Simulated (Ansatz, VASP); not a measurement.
## One calculation of GaN, two programs

INCAR

```
  ALGO = Normal
  EDIFF = 1E-6
  ENCUT = 520
  GGA = PE
  ISIF = 2
  ISMEAR = 0
  LASPH = True
  LCHARG = False
  LREAL = False
  LWAVE = False
  NBANDS = 16
  NELM = 60
  PREC = Accurate
  SIGMA = 0.01
```

The input KPOINTS:

```
k-points
0
Gamma
  3 3 3
```

POSCAR

```
GaN
1.0
    0.0000000000      2.1085152350      2.1085152350
    2.1085152350      0.0000000000      2.1085152350
    2.1085152350      2.1085152350      0.0000000000
Ga N
1 1
Direct
    0.0000000000      0.0000000000      0.0000000000
    0.5000000000      0.5000000000      0.5000000000
```

Input for Ansatz:

```yaml
crystal:
  lattice:
    - [0.0, 2.108515235, 2.108515235]
    - [2.108515235, 0.0, 2.108515235]
    - [2.108515235, 2.108515235, 0.0]
  atoms:
    - { symbol: Ga, position: [0.0, 0.0, 0.0] }
    - { symbol: "N", position: [0.5, 0.5, 0.5] }
kpoints:
  mp_grid: { grid: [3, 3, 3] }
hamiltonian:
  xc: pbe
scf:
  occupations: { method: fixed }
  n_extra_bands: 4
output:
  forces: true
  stress: true
  eigenvalues: true
```

Alike in both runs: task single point; functional PBE; k mesh 3 × 3 × 3; no spin polarisation.

|  | VASP | Ansatz |
| --- | --- | --- |
| version | VASP 6.6.1 | Ansatz 0.2.0 |
| potentials or method | VASP PAW PBE potentials, release 64 (Ga_d, N) | plane waves |
| plane-wave cutoff (eV) | 520 | 420 |
| occupations | gaussian, width 0.01 eV | fixed |
| valence electrons in the cell | 18 | 18 |

VASP gave:

| Item | Value |
| --- | --- |
| gap on the k mesh at the Fermi level (eV) | 2.51 |
| pressure (GPa) | 8.5 |

Q: Estimate Ansatz's values.

A: gap on the k mesh at the Fermi level (eV): 2.51; pressure (GPa): 7.7.

The k mesh is coarse, so the values compare programs but aren't converged.
